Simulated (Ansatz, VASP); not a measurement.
Li2Se in VASP and in Ansatz

The input INCAR:

```
SYSTEM = Li2Se
  PREC = Accurate
  ENCUT = 750
  EDIFF = 1E-6
  ISMEAR = 0
  SIGMA = 0.02
  LREAL = .False.
  LASPH = .True.
  NELM = 120
  ALGO = Normal
  ISIF = 2
  LWAVE = .False.
  LCHARG = .False.
  GGA = PE
  NBANDS = 13
  GGA_COMPAT = .False.
```

KPOINTS

```
Automatic mesh
0
Gamma
  8 8 8
  0 0 0
```

POSCAR

```
Li2Se
1.0
    0.0000000000      3.0994210467      3.0994210467
    3.0994210467      0.0000000000      3.0994210467
    3.0994210467      3.0994210467      0.0000000000
Li Se
2 1
Direct
    0.2500000000      0.2500000000      0.2500000000
    0.7500000000      0.7500000000      0.7500000000
    0.0000000000      0.0000000000      0.0000000000
```

Input for Ansatz:

```yaml
crystal:
  lattice:
    - [0.0, 3.0994210467, 3.0994210467]
    - [3.0994210467, 0.0, 3.0994210467]
    - [3.0994210467, 3.0994210467, 0.0]
  atoms:
    - { symbol: Li, position: [0.25, 0.25, 0.25] }
    - { symbol: Li, position: [0.75, 0.75, 0.75] }
    - { symbol: Se, position: [0.0, 0.0, 0.0] }
basis:
  ecutwfc: 420
kpoints:
  mp_grid: { grid: [8, 8, 8] }
hamiltonian:
  xc: pbe
scf:
  occupations: { method: gaussian, width: 0.02 }
output:
  forces: true
  stress: true
  eigenvalues: true
```

Alike in both runs: task single point; functional PBE; k mesh 8 × 8 × 8; occupations gaussian, width 0.02 eV; no spin polarisation.

```csv
,VASP,Ansatz
version,VASP 6.6.1,Ansatz 0.2.0
potentials or method,"VASP PAW PBE potentials, release 64 (Li_sv, Se), cutoff 750 eV","scalar-relativistic, plane waves, PAW"
valence electrons in the cell,12,22
```

```csv
,VASP,Ansatz,Ansatz less VASP
gap on the k mesh at the Fermi level (eV),3.00,3.00,-0.003
least direct gap on the mesh (eV),3.00,3.00,-0.003
pressure (GPa),-2.7,-2.7,+0.06
```

VASP's potentials hold 12 valence electrons a cell and Ansatz's 22, so a difference there can come from the potentials and not from the codes.
